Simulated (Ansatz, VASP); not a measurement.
# Te2O: VASP beside Ansatz

```xyz
3
Lattice="1.8832 1.0873 6.2685 -1.8832 1.0873 6.2685 0.0000 -2.1746 6.2685" Properties=species:S:1:pos:R:3 pbc="T T T"
Te    0.0000    0.0000    4.5659
Te    0.0000    0.0000    8.8518
O     0.0000    0.0000   17.9255
```

Alike in both runs: functional PBE; k mesh 12 × 12 × 12; occupations gaussian, width 0.02 eV; no spin polarisation.

Ansatz relaxed the structure, and its values are those at the end. VASP's run is a single point on that final structure, the one shown.

|  | VASP | Ansatz |
| --- | --- | --- |
| version | VASP 6.6.1 | Ansatz 0.2.0 |
| potentials or method | VASP PAW PBE potentials, release 64 (Te, O), cutoff 520 eV | scalar-relativistic, plane waves, PAW |
| valence electrons in the cell | 18 | 38 |

Ansatz gave:

```
gap on the k mesh at the Fermi level (eV) : 0.86
least direct gap on the mesh (eV)         : 1.19
pressure (GPa)                            : 0.0
rms of the force components (eV/Å)        : 0.001
```

**Question.** Estimate VASP's values.

**Answer.** gap on the k mesh at the Fermi level (eV): 0.86; least direct gap on the mesh (eV): 1.19; pressure (GPa): -0.1; rms of the force components (eV/Å): 0.015.

VASP's potentials hold 18 valence electrons a cell and Ansatz's 38, so a difference there can come from the potentials and not from the codes.

Neither program's run includes spin-orbit coupling.
